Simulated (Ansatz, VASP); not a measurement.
## Ni in VASP and in Ansatz

File POSCAR:

```
Ni
1.0
    0.0000000000      1.7394161781      1.7394161781
    1.7394161781      0.0000000000      1.7394161781
    1.7394161781      1.7394161781      0.0000000000
Ni
1
Direct
    0.0000000000      0.0000000000      0.0000000000
```

File INCAR.step1:

```
ALGO = Normal ; EDIFF = 1E-4
ENCUT = 520 ; GGA = PE
ISMEAR = 0 ; ISPIN = 2
LASPH = T ; LCHARG = F
LMAXMIX = 4 ; LREAL = F
LWAVE = T ; MAGMOM = 0.9
NBANDS = 15 ; NELM = 150
PREC = Accurate ; SIGMA = 0.05
```

INCAR.step2

```
ALGO = Normal ; EDIFF = 1E-6
ENCUT = 520 ; ISIF = 2
ISMEAR = 0 ; ISPIN = 2
ISTART = 1 ; LASPH = T
LCHARG = T ; LELF = T
LMAXMIX = 4 ; LMIXTAU = T
LORBIT = 11 ; LREAL = F
LVHAR = T ; LWAVE = F
MAGMOM = 0.9 ; METAGGA = R2SCAN
NBANDS = 15 ; NELM = 150
PREC = Accurate ; SIGMA = 0.05
```

The input KPOINTS:

```
k-points
0
Gamma
  20 20 20
```

Input for Ansatz:

```yaml
crystal:
  lattice:
    - [0.0, 1.7394161757, 1.7394161757]
    - [1.7394161757, 0.0, 1.7394161757]
    - [1.7394161757, 1.7394161757, 0.0]
  atoms:
    - { symbol: Ni, position: [0.0, 0.0, 0.0], spin: 0.9 }
basis:
  ecutwfc: 500
  ecutrho_ratio: 4
kpoints:
  mp_grid: { grid: [20, 20, 20] }
  band_path:
    path:
      - [[0.0, 0.0, 0.0], [0.5, 0.0, 0.5], [0.625, 0.25, 0.625]]
      - [[0.375, 0.375, 0.75], [0.0, 0.0, 0.0], [0.5, 0.5, 0.5], [0.5, 0.25, 0.75], [0.5, 0.0, 0.5]]
    npoints: 14
hamiltonian:
  xc: r2scan
scf:
  occupations: { method: gaussian, width: 0.05 }
  n_extra_bands: 11
output:
  forces: true
  stress: true
  eigenvalues: true
  populations: true
  dos: { projected: true, de: 0.02, nscf_kmesh: { grid: [30, 30, 30] } }
  bader: true
magnetization:
  spin_polarized: true
checkpoint:
  read: start.run
  write: ck
  compress: false
  write_wavefunctions: false
  write_every: 100000
```

Alike in both runs: task single point; functional r2SCAN; k mesh 20 × 20 × 20; occupations gaussian, width 0.05 eV; collinear spin.

|  | VASP | Ansatz |
| --- | --- | --- |
| version | VASP 6.6.1 | Ansatz 0.2.0 |
| potentials or method | VASP PAW PBE potentials, release 64 (Ni), cutoff 520 eV | scalar-relativistic, plane waves, PAW |
| valence electrons in the cell | 10 | 18 |

```tsv
	VASP	Ansatz	Ansatz less VASP
gap on the k mesh at the Fermi level (eV)	none	none	-
pressure (GPa)	0.4	0.0	-0.41
net moment per atom (μB)	0.73	0.76	+0.023
size of the moment on the site where the two differ most (μB)	0.75	0.82	+0.071
```

VASP's potentials were made for PBE, not for r2SCAN. Site moments also hang on the region over which each program counts them. A gap of «none» marks a metal or a gap that the smearing closes. VASP's potentials hold 10 valence electrons a cell and Ansatz's 18, so a difference there can come from the potentials and not from the codes. Ansatz's warnings: stability check not made.
